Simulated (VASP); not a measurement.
InSb2, 6 atoms in the cell. Symmetry: R-3m, No. 166, trigonal system. Conventional cell: a = 6.217 Å, b = 6.217 Å, c = 15.291 Å, α = 90.00°, β = 90.00°, γ = 120.00°. Within 4.8 Å of In (site symmetry 3m) lie 12 Sb at 3.65 to 3.66 Å and 4 In at 3.81 to 3.82 Å. Sb (site symmetry 2/m) has 6 Sb at 3.11 to 3.12 Å and 6 In at 3.65 to 3.66 Å within 4.1 Å. Within 4.1 Å of Sb (site symmetry -3m) lie 6 Sb at 3.12 Å and 6 In at 3.65 Å. The cell was built from a structure type or drawn by symmetry, and may not be a known phase.

| Property | Result |
| --- | --- |
| Program | VASP 6.6.1 |
| Task | single point |
| Functional | PBE |
| Potentials or basis | VASP PAW PBE potentials, release 64 (In_d, Sb) |
| Cutoff | 520 eV |
| k mesh | 3 × 3 × 3 |
| Occupations | gaussian, width 0.1 eV |
| Spin | no spin polarisation |
| Dipole correction | no |
| Further INCAR settings | ALGO = Normal; EDIFF = 1e-06; NBANDS = 32 |

Potentials or basis: VASP PAW PBE potentials, release 64 (In_d, Sb).

Command:

```bash
$ cat potpaw_PBE.64/In_d/POTCAR potpaw_PBE.64/Sb/POTCAR > POTCAR
$ mpirun -np 1 vasp_std > vasp.out
```

Hardware: 1 thread of Intel(R) Xeon(R) Platinum 8488C (Sapphire Rapids), on a shared host.

Task: Estimate the wall time of this run.

Result: Run time: 26 s on 1 thread of Intel(R) Xeon(R) Platinum 8488C (Sapphire Rapids) (shared host), peak memory 0.31 GiB. Counts: scf iterations 11, k points 6.
